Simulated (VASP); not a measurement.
Set up this calculation in VASP 6.6.1, as the native input.

```
Task                   : single point
Functional             : PBE
Potentials or basis    : VASP PAW PBE potentials, release 64 (Bi_d, Te)
Cutoff                 : 520 eV
k mesh                 : 9 × 9 × 1
Occupations            : gaussian, width 0.05 eV
Spin                   : no spin polarisation
Dipole correction      : no
Further INCAR settings : LREAL = Auto; ALGO = Normal; EDIFF = 1e-06; NBANDS = 85
```

The structure of Bi2Te3 lies in POSCAR:

```
Bi2Te3
1.0
   -4.4465493992      0.0000000000      0.0000000000
   -2.2232746996     -3.8508247389      0.0000000000
    0.0000000000      0.0000000000     31.8686732172
Bi Te
6 9
Direct
    0.6666666667      0.6666666667      0.5691992302
    1.0000000000      0.0000000000      0.2327280191
    0.3333333333      0.3333333333      0.9056704412
    0.6666666667      0.6666666667      0.7767192612
    1.0000000000      0.0000000000      0.4402480502
    0.3333333333      0.3333333333      0.1037768391
    0.6666666667      0.6666666667      0.1682524291
    0.0000000000      0.0000000000      0.8411948512
    0.3333333333      0.3333333333      0.5047236402
    0.6666666667      0.6666666667      0.3863194080
    1.0000000000      1.0000000000      0.0498481970
    0.3333333333      0.3333333333      0.7227906191
    0.6666666667      0.6666666667      0.9595990833
    1.0000000000      0.0000000000      0.6231278723
    0.3333333333      0.3333333333      0.2866566612
```

This cell differs from its parent crystal: the distance across one plane changed.

These files were run (other wordings do the same):

INCAR

```
PREC     = Accurate       # precision mode
ENCUT    = 520            # plane-wave cutoff, eV
EDIFF    = 1E-6           # SCF threshold, eV
ISMEAR   = 0              # smearing method
SIGMA    = 0.05           # smearing width, eV
LREAL    = Auto         
LASPH    = T              # aspherical terms in the spheres
NELM     = 60             # most SCF steps
ALGO     = Normal         # electronic algorithm
ISIF     = 2              # what is computed and relaxed
LWAVE    = F              # write WAVECAR
LCHARG   = F              # write CHGCAR
GGA      = PE             # functional
NBANDS   = 85             # bands
```

KPOINTS

```
regular mesh
0
Gamma
  9 9 1
```

Potentials or basis: VASP PAW PBE potentials, release 64 (Bi_d, Te).

Command:

```console
$ cat potpaw_PBE.64/Bi_d/POTCAR potpaw_PBE.64/Te/POTCAR > POTCAR
$ mpirun -np 1 vasp_std > vasp.out
```

Results of the run:

```json
{"Pressure": "0.0 GPa", "Largest force": "0.042 eV/Å", "Band gap on the k mesh": "0.46 eV"}
```

Caveat: the cell differs from its parent crystal (the distance across one plane changed); spin-orbit coupling is left out, which moves the levels of the heavy elements; this functional lacks dispersion, which binds layers or chains, so the pressure and a relaxed spacing across them are unreliable.

It took 21 min on 1 thread of Intel(R) Xeon(R) Platinum 8259CL CPU @ 2.50GHz (Skylake/Cascade Lake), on a shared host, peak memory 0.81 GiB.
